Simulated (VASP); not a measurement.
# La2TeN2 (I4/mmm) in VASP: notebook

Runs on La2TeN2. Level: PBE. Tasks: single point.

All numbers are computed with VASP 6.6.1; they aren't measurements. Logs are shortened: lines on timing, memory, paths and dates and some standing lists are left out, and cuts for length are marked.

## Step 1: The cell of the first run

Symmetry: I4/mmm, No. 139, tetragonal system. The conventional cell has a = 4.169 Å, b = 4.169 Å, c = 13.214 Å, α = 90.00°, β = 90.00°, γ = 90.00°. Within 3.2 Å of La (site symmetry 4mm) lie 4 N at 2.43 Å. Within 4.7 Å of Te (site symmetry 4/mmm) lie 10 La at 3.60 to 4.55 Å and 8 N at 3.91 Å and 4 Te at 4.17 Å. Within 3.2 Å of N (site symmetry -4m2) lie 4 La at 2.43 Å and 4 N at 2.95 Å.

## Step 2: Single point, PBE

INCAR reads:

```
SYSTEM = La2TeN2
ALGO = Normal
EDIFF = 1E-6
ENCUT = 520
GGA = PE
ISIF = 2
ISMEAR = -1
LASPH = .TRUE.
LCHARG = .FALSE.
LREAL = .FALSE.
LWAVE = .FALSE.
NBANDS = 27
NELM = 80
PREC = Accurate
SIGMA = 0.1
```

KPOINTS reads:

```
k-points
0
G
  5 5 5
  0 0 0
```

POSCAR reads:

```
La2TeN2
1.0
    0.0000000000      4.1692660000      0.0000000000
    4.1692660000      0.0000000000      0.0000000000
    2.0846330000      2.0846330000     -6.6072200000
La Te N
2 1 2
Direct
    0.3440000000      0.3440000000      0.3120000000
    0.6560000000      0.6560000000      0.6880000000
    0.0000000000      0.0000000000      0.0000000000
    0.2500000000      0.7500000000      0.5000000000
    0.7500000000      0.2500000000      0.5000000000
```

Potentials or basis: VASP PAW PBE potentials, release 64 (La, Te, N).

Launch:

```console
> cat potpaw_PBE.64/La/POTCAR potpaw_PBE.64/Te/POTCAR potpaw_PBE.64/N/POTCAR > POTCAR
> mpirun -np 1 vasp_std > vasp.out
```

OUTCAR:

```text
SYSTEM = La2TeN2
   EDIFF = 1E-6
   ENCUT = 520
   GGA = PE
   ISIF = 2
   ISMEAR = -1
   LASPH = .TRUE.
   LREAL = .FALSE.
   NELM = 80
   PREC = Accurate

 ion  position               nearest neighbor table
   1  0.344  0.344  0.312-   4 2.43   5 2.43   4 2.43   5 2.43   3 3.60   3 3.60   3 3.60   3 3.60

   2  0.656  0.656  0.688-   4 2.43   5 2.43   4 2.43   5 2.43   3 3.60   3 3.60   3 3.60   3 3.60

   3  0.000  0.000  0.000-   2 3.60   2 3.60   2 3.60   1 3.60   2 3.60   1 3.60   1 3.60   1 3.60

   4  0.250  0.750  0.500-   1 2.43   1 2.43   2 2.43   2 2.43
   5  0.750  0.250  0.500-   1 2.43   1 2.43   2 2.43   2 2.43

  LATTYP: Found a body centered tetragonal cell.
 ALAT       =     4.1692660000
 C/A-ratio  =     3.1694883464

  Lattice vectors:

 A1 = (  -2.0846330000,   2.0846330000,   6.6072200000)
 A2 = (   2.0846330000,  -2.0846330000,   6.6072200000)
 A3 = (   2.0846330000,   2.0846330000,  -6.6072200000)

Analysis of symmetry for initial positions (statically):
=====================================================================
 Subroutine PRICEL returns:
 Original cell was already a primitive cell.

 Routine SETGRP: Setting up the symmetry group for a
 body centered tetragonal supercell.

 Subroutine GETGRP returns: Found 16 space group operations
 (whereof 16 operations were pure point group operations)
 out of a pool of 16 trial point group operations.

The static configuration has the point symmetry D_4h.

Analysis of symmetry for dynamics (positions and initial velocities):
=====================================================================
 Subroutine PRICEL returns:
 Original cell was already a primitive cell.

 Routine SETGRP: Setting up the symmetry group for a
 body centered tetragonal supercell.

 Subroutine GETGRP returns: Found 16 space group operations
 (whereof 16 operations were pure point group operations)
 out of a pool of 16 trial point group operations.

The dynamic configuration has the point symmetry D_4h.

 Subroutine INISYM returns: Found 16 space group operations
 (whereof 16 operations are pure point group operations),
 and found     1 'primitive' translations

----------------------------------------------------------------------------------------

                                     Primitive cell

  volume of cell :     114.8518

  direct lattice vectors                    reciprocal lattice vectors
     0.000000000  4.169266000  0.000000000     0.000000000  0.239850372  0.075674792
     4.169266000  0.000000000  0.000000000     0.239850372  0.000000000  0.075674792
     2.084633000  2.084633000 -6.607220000     0.000000000  0.000000000 -0.151349584

  length of vectors
     4.169266000  4.169266000  7.235105087     0.251505219  0.251505219  0.151349584

  position of ions in fractional coordinates (direct lattice)
     0.344000000  0.344000000  0.312000000
     0.656000000  0.656000000  0.688000000
     0.000000000  0.000000000  0.000000000
     0.250000000  0.750000000  0.500000000
     0.750000000  0.250000000  0.500000000

  ion indices of the primitive-cell ions
   primitive index   ion index
                 1           1
                 2           2
                 3           3
                 4           4
                 5           5

----------------------------------------------------------------------------------------

 KPOINTS: k-points

Automatic generation of k-mesh.
 Grid dimensions read from file:
 generate k-points for:    5    5    5

 Generating k-lattice:

  Cartesian coordinates                     Fractional coordinates (reciprocal lattice)
     0.000000000  0.047970074  0.015134958     0.200000000  0.000000000  0.000000000
     0.047970074  0.000000000  0.015134958     0.000000000  0.200000000  0.000000000
     0.000000000  0.000000000 -0.030269917     0.000000000  0.000000000  0.200000000

  Length of vectors
     0.050301044  0.050301044  0.030269917

  Shift w.r.t. Gamma in fractional coordinates (k-lattice)
     0.000000000  0.000000000  0.000000000

 Subroutine IBZKPT returns following result:
 ===========================================

 Found     18 irreducible k-points:

 Following reciprocal coordinates:
            Coordinates               Weight
  0.000000  0.000000  0.000000      1.000000
  0.200000  0.000000 -0.000000      8.000000
  0.400000  0.000000 -0.000000      8.000000
  0.200000  0.200000 -0.000000      8.000000
  0.400000  0.200000 -0.000000     16.000000
 -0.400000  0.200000  0.000000     16.000000
[... 10 lines left out ...]
  0.000000  0.000000  0.400000      2.000000
 -0.200000  0.000000  0.400000      4.000000
   k-points           NKPTS =     18   k-points in BZ     NKDIM =     18   number of bands    NBANDS=     27
   number of dos      NEDOS =    301   number of ions     NIONS =      5
   total plane-waves  NPLWV =  55296
   dimension x,y,z NGX =    32 NGY =   32 NGZ =   54
   dimension x,y,z NGXF=    64 NGYF=   64 NGZF=  108
   ions per type =               2   1   2
   NGX,Y,Z   is equivalent  to a cutoff of  12.76, 12.76, 12.41 a.u.
   NGXF,Y,Z  is equivalent  to a cutoff of  25.52, 25.52, 24.82 a.u.
 SYSTEM =  La2TeN2
   PREC   = accura    normal or accurate (medium, high low for compatibility)
   ISTART =      0    job   : 0-new  1-cont  2-samecut
   ICHARG =      2    charge: 1-file 2-atom 10-const
   ISPIN  =      1    spin polarized calculation?
   LNONCOLLINEAR =      F non collinear calculations
   LSORBIT =      F    spin-orbit coupling
   LASPH  =      T    aspherical Exc in radial PAW
   ENCUT  =  520.0 eV  38.22 Ry    6.18 a.u.   7.75  7.75 13.45*2*pi/ulx,y,z
   NELM   =     80;   NELMIN=  2; NELMDL= -5     # of ELM steps
   EDIFF  = 0.1E-05   stopping-criterion for ELM
   LREAL  =      F    real-space projection
   EDIFFG = 0.1E-04   stopping-criterion for IOM
   NSW    =      0    number of steps for IOM
   IBRION =     -1    ionic relax: 0-MD 1-quasi-New 2-CG
   NFREE  =      0    steps in history (QN), initial steepest desc. (CG)
   ISIF   =      2    stress and relaxation
   ISYM   =      2    0-nonsym 1-usesym 2-fastsym
   POTIM  = 0.5000    time-step for ionic-motion
   TEBEG  =    0.0;   TEEND  =   0.0 temperature during run
   PSTRESS=    0.0 pullay stress
   NELECT =      38.0000    total number of electrons
   NUPDOWN=      -1.0000    fix difference up-down
   EMIN   =  10.00;   EMAX   =-10.00  energy-range for DOS
   EFERMI =   0.00;   METHOD = LEGACY
   ISMEAR =    -1;   SIGMA  =   0.10  broadening in eV -4-tet -1-fermi 0-gaus
   EFERMI_NEDOS =   21; number of points for ismear=-14 and -15
   IALGO  =     38    algorithm
   IMIX   =      4    mixing-type and parameters
     AMIX     =   0.40;   BMIX     =  1.00
     AMIX_MAG =   1.60;   BMIX_MAG =  1.00
  volume/ion in A,a.u.               =      22.97       155.01
  Fermi-wavevector in a.u.,A,eV,Ry     =   1.132287  2.139713 17.443688  1.282075
  Thomas-Fermi vector in A             =   2.268988
   LORBIT       =      0    0 simple, 1 ext, 2 COOP (PROOUT), +10 PAW based schemes
   GGA     = PE    functional components
   LHFCALC =     F    Hartree Fock is set to
   AEXX    =    0.0000 exact exchange contribution
   IVDW    =     0    specifies the selected vdW correction
   LEPSILON=     F    determine dielectric tensor
   LRPA    =     F    only Hartree local field effects (RPA)
 non-spin polarized calculation
  energy-cutoff  :      520.00
  volume of cell :      114.85
 maximum number of plane-waves:      3121
   NGX = 15   NGY = 15   NGZ = 27

 number of electron      37.9999999 magnetization

 Free energy of the ion-electron system (eV)
  ---------------------------------------------------
  ext. energy  EPLUGINS =         0.00000000
  ---------------------------------------------------
  free energy    TOTEN  =       -34.71924903 eV

  energy without entropy =      -34.54620460  energy(sigma->0) =      -34.63272682

 E-fermi :   6.1350     XC(G=0):  -9.8737

 val. band max:        6.0806406501   @ k =   0.4000   0.0000  -0.0000
 cond. band min:       6.1518400845   @ k =   0.4000   0.0000  -0.0000
 fundamental gap:      0.0711994345
 Fermi energy:         6.1349520205

 k-point     1 :       0.0000    0.0000    0.0000
  band No.  band energies     occupation
      1     -24.5896      2.00000
      2     -24.4331      2.00000
      3      -9.7305      2.00000
      4      -8.4642      2.00000
      5      -8.4642      2.00000
      6      -8.1141      2.00000
[... 19 lines left out ...]
     26      10.3644      0.00000
     27      10.3769      0.00000

 k-point     2 :       0.2000    0.0000   -0.0000
  band No.  band energies     occupation
      1     -24.5648      2.00000
      2     -24.4376      2.00000
      3      -9.7271      2.00000
      4      -8.9247      2.00000
      5      -8.4171      2.00000
      6      -8.2807      2.00000
[... 19 lines left out ...]
     26      10.2526      0.00000
     27      10.2723      0.00000

 k-point     3 :       0.4000    0.0000   -0.0000
  band No.  band energies     occupation
      1     -24.5097      2.00000
      2     -24.4597      2.00000
      3      -9.7408      2.00000
      4      -9.5225      2.00000
      5      -8.3530      2.00000
      6      -8.3032      2.00000
[... 19 lines left out ...]
     26      10.2456      0.00000
     27      10.3290      0.00000

 k-point     4 :       0.2000    0.2000   -0.0000
  band No.  band energies     occupation
      1     -24.5407      2.00000
      2     -24.4414      2.00000
      3      -9.7282      2.00000
      4      -9.1170      2.00000
      5      -8.6215      2.00000
      6      -8.3305      2.00000
[... 19 lines left out ...]
     26      10.3399      0.00000
     27      10.3601      0.00000
[... 336 lines left out ...]
      4      -9.1275      2.00000
      5      -8.6864      2.00000
      6      -8.2618      2.00000
[... 19 lines left out ...]
     26      10.3233      0.00000
     27      10.3987      0.00000

 k-point    17 :       0.0000    0.0000    0.4000
  band No.  band energies     occupation
      1     -24.5785      2.00000
      2     -24.4448      2.00000
      3      -9.6063      2.00000
      4      -8.4837      2.00000
      5      -8.4837      2.00000
      6      -8.3561      2.00000
[... 19 lines left out ...]
     26      10.3789      0.00000
     27      10.3933      0.00000

 k-point    18 :      -0.2000    0.0000    0.4000
  band No.  band energies     occupation
      1     -24.5535      2.00000
      2     -24.4493      2.00000
      3      -9.6322      2.00000
      4      -8.9836      2.00000
      5      -8.4350      2.00000
      6      -8.3005      2.00000
[... 19 lines left out ...]
     26      10.2382      0.00000
     27      10.3982      0.00000

------------------------ aborting loop because EDIFF is reached ----------------------------------------

  FORCE on cell =-STRESS in cart. coord.  units (eV):
  Direction    XX          YY          ZZ          XY          YZ          ZX
  --------------------------------------------------------------------------------------
  -------------------------------------------------------------------------------------
  Total       -1.3043130     -1.3043130      0.9613464      0.0000000      0.0000000      0.0000000
  in kB      -18.1950998    -18.1950998     13.4107329      0.0000000      0.0000000      0.0000000
  external PRESSURE =      -7.6598222 kB  Pullay stress =       0.0000000 kB

 VOLUME and BASIS-vectors are now :
 -----------------------------------------------------------------------------
  energy-cutoff  :      520.00
  volume of cell :      114.85
      direct lattice vectors                 reciprocal lattice vectors
     0.000000000  4.169266000  0.000000000     0.000000000  0.239850372  0.075674792
     4.169266000  0.000000000  0.000000000     0.239850372  0.000000000  0.075674792
     2.084633000  2.084633000 -6.607220000     0.000000000  0.000000000 -0.151349584

 POSITION                                       TOTAL-FORCE (eV/Angst)
 -----------------------------------------------------------------------------------
      2.08463      2.08463     -2.06145        -0.000000     -0.000000     -0.672355
      4.16927      4.16927     -4.54577         0.000000      0.000000      0.672355
      0.00000      0.00000      0.00000        -0.000000     -0.000000      0.000000
      4.16927      2.08463     -3.30361         0.000000      0.000000      0.000000
      2.08463      4.16927     -3.30361        -0.000000     -0.000000     -0.000000
 -----------------------------------------------------------------------------------
    total drift:                               -0.000000     -0.000000      0.000000

  FREE ENERGIE OF THE ION-ELECTRON SYSTEM (eV)
  ---------------------------------------------------
  free  energy   TOTEN  =       -34.7192490328 eV

  energy  without entropy=      -34.5462045973  energy(sigma->0) =      -34.63272682
```

Wall time 92 s (1 thread of Intel Xeon Platinum 8488C (Sapphire Rapids), shared host); peak memory 0.25 GiB.

What came out:

| Quantity | Value |
| --- | --- |
| Free energy | -34.7192 eV |
| Pressure | -0.8 GPa |
| Largest force | 0.672 eV/Å |
| Band gap on the k mesh | zero (band 19 reaches 6.71 eV, above the bottom of band 20 at 6.15 eV) |

Forces in eV/Å, atoms in the order of the input:
```
La   0.000  0.000 -0.672
La   0.000  0.000  0.672
Te   0.000  0.000  0.000
N    0.000  0.000  0.000
N    0.000  0.000  0.000
```

Caveat: spin-orbit coupling is left out, which moves the levels of the heavy elements.

## Step 3: Single point, PBE

INCAR reads:

```
ALGO = Normal ; EDIFF = 1E-6
ENCUT = 520 ; GGA = PE
ISIF = 2 ; ISMEAR = -4
LASPH = True ; LCHARG = False
LREAL = False ; LWAVE = False
NBANDS = 27 ; NELM = 60
PREC = Accurate ; SIGMA = 0.1
```

KPOINTS reads:

```
k-points
0
Gamma
  5 5 5
```

POSCAR is that of step 2.

Potentials or basis: VASP PAW PBE potentials, release 64 (La, Te, N).

Launch:

```console
> cat potpaw_PBE.64/La/POTCAR potpaw_PBE.64/Te/POTCAR potpaw_PBE.64/N/POTCAR > POTCAR
> mpirun -np 1 vasp_std > vasp.out
```

Run time: 82 s. Hardware: 1 thread of Intel Xeon Platinum 8488C (Sapphire Rapids), shared host; peak memory 0.26 GiB.

Results (log left out):

```
Free energy            : -34.5954 eV
Pressure               : -0.8 GPa
Largest force          : 0.606 eV/Å
Band gap on the k mesh : zero (band 19 reaches 6.70 eV, above the bottom of band 20 at 6.13 eV)
```

Forces on the atoms (eV/Å):
```
La   0.000  0.000 -0.606
La   0.000  0.000  0.606
Te   0.000  0.000  0.000
N    0.000  0.000  0.000
N    0.000  0.000  0.000
```

Stress tensor (GPa, compression positive):
```
-2.15  0.00  0.00
 0.00 -2.15  0.00
 0.00  0.00  2.01
```

Levels at points of the mesh, in eV from the Fermi level:
| k point | band 17 | band 18 | band 19 | band 20 | band 21 | band 22 |
| --- | --- | --- | --- | --- | --- | --- |
| (0.00, 0.00, 0.00) | -0.98 | 0.03 | 0.54 | 0.54 | 2.54 | 3.34 |

Caveat: spin-orbit coupling is left out, which moves the levels of the heavy elements.

## Step 4: Single point, PBE

INCAR reads:

```
PREC     = Accurate       # precision mode
ENCUT    = 520            # plane-wave cutoff, eV
EDIFF    = 1E-7           # SCF threshold, eV
ISMEAR   = -1             # smearing method
SIGMA    = 0.1            # smearing width, eV
LREAL    = F              # projectors in reciprocal space
LASPH    = T              # aspherical terms in the spheres
NELM     = 60             # most SCF steps
ALGO     = Normal         # electronic algorithm
ISIF     = 2              # what is computed and relaxed
LWAVE    = F              # write WAVECAR
LCHARG   = T              # write CHGCAR
GGA      = PE             # functional
LELF     = T              # ELF
LVHAR    = T            
NBANDS   = 27             # bands
```

KPOINTS reads:

```
Automatic mesh
0
Gamma
  5 5 5
```

POSCAR is that of step 3.

Launch:

```console
> cat potpaw_PBE.64/La/POTCAR potpaw_PBE.64/Te/POTCAR potpaw_PBE.64/N/POTCAR > POTCAR
> mpirun -np 1 vasp_std > vasp.out
```

Run time: 93 s. Hardware: 1 thread of Intel Xeon Platinum 8488C (Sapphire Rapids), shared host; peak memory 0.26 GiB.

It converged, with:

```
Free energy            : -34.7192 eV
Pressure               : -0.8 GPa
Largest force          : 0.674 eV/Å
Band gap on the k mesh : zero (band 19 reaches 6.71 eV, above the bottom of band 20 at 6.15 eV)
```

Forces on the atoms (eV/Å):
```
La   0.000  0.000 -0.674
La   0.000  0.000  0.674
Te   0.000  0.000  0.000
N    0.000  0.000  0.000
N    0.000  0.000  0.000
```

Stress tensor (GPa, compression positive):
```
-1.81  0.00  0.00
 0.00 -1.81  0.00
 0.00  0.00  1.36
```

Levels at points of the mesh, in eV from the Fermi level:
```
           k point  band 16  band 17  band 18  band 19  band 20  band 21  band 22  band 23
(0.00, 0.00, 0.00)    -0.95    -0.95     0.05     0.58     0.58     2.57     3.39     3.68
```

Caveat: spin-orbit coupling is left out, which moves the levels of the heavy elements.
